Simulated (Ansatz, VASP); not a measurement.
**ZnS in VASP and in Ansatz**

```
Zn S
1.0
     3.80839    0.00000    0.00000
    -1.90419    3.29816    0.00000
     0.00000    0.00000   24.89096
Zn S
8 8
Direct
  0.33333 0.66667 0.74991
  0.33333 0.66667 0.12479
  0.00000 0.00000 0.00004
  0.66667 0.33333 0.87532
  0.66667 0.33333 0.24991
  0.33333 0.66667 0.37532
  0.00000 0.00000 0.50004
  0.66667 0.33333 0.62479
  0.00000 0.00000 0.59371
  0.66667 0.33333 0.96899
  0.33333 0.66667 0.21850
  0.66667 0.33333 0.34393
  0.33333 0.66667 0.84393
  0.33333 0.66667 0.46899
  0.66667 0.33333 0.71850
  0.00000 0.00000 0.09371
```

Alike in both runs: task single point; functional PBE; k mesh 6 × 6 × 1; occupations gaussian, width 0.1 eV; no spin polarisation.

|  | VASP | Ansatz |
| --- | --- | --- |
| version | VASP 6.6.1 | Ansatz 0.2.0 |
| potentials or method | VASP PAW PBE potentials, release 64 (Zn, S), cutoff 520 eV | scalar-relativistic, plane waves, PAW |
| valence electrons in the cell | 144 | 144 |

Ansatz gave:

```
gap on the k mesh at the Fermi level (eV) : 2.17
least direct gap on the mesh (eV)         : 2.17
pressure (GPa)                            : 2.4
rms of the force components (eV/Å)        : 0.008
```

Task: Estimate VASP's values.

Result: gap on the k mesh at the Fermi level (eV): 2.17; least direct gap on the mesh (eV): 2.17; pressure (GPa): 2.5; rms of the force components (eV/Å): 0.008.

Atom by atom the forces differ by 0.001 eV/Å (rms over components).
